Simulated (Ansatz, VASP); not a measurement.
**LuSb5 in VASP and in Ansatz**

```xyz
6
Lattice="6.0391 0.0000 0.0000 -3.0195 5.2300 0.0000 0.0000 0.0000 5.7212" Properties=species:S:1:pos:R:3 pbc="T T T"
Lu    0.0000    0.0000    2.8606
Sb    3.0195    0.0000    0.0000
Sb   -1.5098    2.6150    0.0000
Sb    1.5098    2.6150    0.0000
Sb    0.0000    3.4867    2.8606
Sb    3.0195    1.7433    2.8606
```

Alike in both runs: functional PBE; k mesh 6 × 6 × 8; occupations gaussian, width 0.1 eV; no spin polarisation.

Ansatz relaxed the structure, and its values are those at the end. VASP's run is a single point on that final structure, the one shown.

|  | VASP | Ansatz |
| --- | --- | --- |
| version | VASP 6.6.1 | Ansatz 0.2.0 |
| potentials or method | VASP PAW PBE potentials, release 64 (Lu, Sb), cutoff 520 eV | scalar-relativistic, plane waves, PAW |
| valence electrons in the cell | 50 | 100 |

```csv
,VASP,Ansatz,Ansatz less VASP
gap on the k mesh at the Fermi level (eV),none,none,-
pressure (GPa),0.0,0.0,+0.03
```

A gap of «none» marks a metal or a gap that the smearing closes. VASP's potentials hold 50 valence electrons a cell and Ansatz's 100, so a difference there can come from the potentials and not from the codes.

Neither program's run includes spin-orbit coupling.
